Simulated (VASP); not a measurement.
A run of VASP 6.6.1 is set up as follows.

File INCAR:

```
SYSTEM = BIr12
ALGO = Normal ; EDIFF = 1E-6
ENCUT = 520 ; GGA = PE
ISIF = 2 ; ISMEAR = 0
LASPH = .TRUE. ; LCHARG = .FALSE.
LREAL = .FALSE. ; LWAVE = .FALSE.
NBANDS = 68 ; NELM = 100
PREC = Accurate ; SIGMA = 0.05
```

File KPOINTS:

```
k-points
0
G
  4 4 1
  0 0 0
```

File POSCAR:

```
BIr12
1.0
    5.4305800000      0.0000000000      0.0000000000
    2.7152900000      4.7030200000      0.0000000000
    0.0000000000      0.0000000000     15.4340500000
Ir B
12 1
Direct
    0.1666666312      0.1666667375      0.0647918077
    0.6666666312      0.1666667375      0.0647918077
    0.1666666312      0.6666667375      0.0647918077
    0.6666666312      0.6666667375      0.0647918077
   -0.1620029696      0.3295799295      0.2094048549
    0.3329029004      0.3335633274      0.2066249623
   -0.1620134154      0.8324682863      0.2095271170
    0.3395855707      0.8301910262      0.2042434099
    0.0256779933     -0.0128124056      0.3533150404
    0.5256987864     -0.0003293628      0.3550933164
    0.0158990492      0.4920266127      0.3490483055
    0.5258088362      0.4745080820      0.3550927981
    0.4521741345      0.7737538858      0.4390116010
```

Potentials or basis: VASP PAW PBE potentials, release 64 (Ir, B).

The run is started by

```bash
$ cat potpaw_PBE.64/Ir/POTCAR potpaw_PBE.64/B/POTCAR > POTCAR
$ mpirun -np 1 vasp_std > vasp.out
```

(1) Predict the band gap on the k mesh.

(2) Predict the largest force.

Answers

(1) zero (an odd number of electrons rules out a gap without spin polarisation).

(2) 0.839 eV/Å.

Caveat: spin-orbit coupling is left out, which moves the levels of the heavy elements.
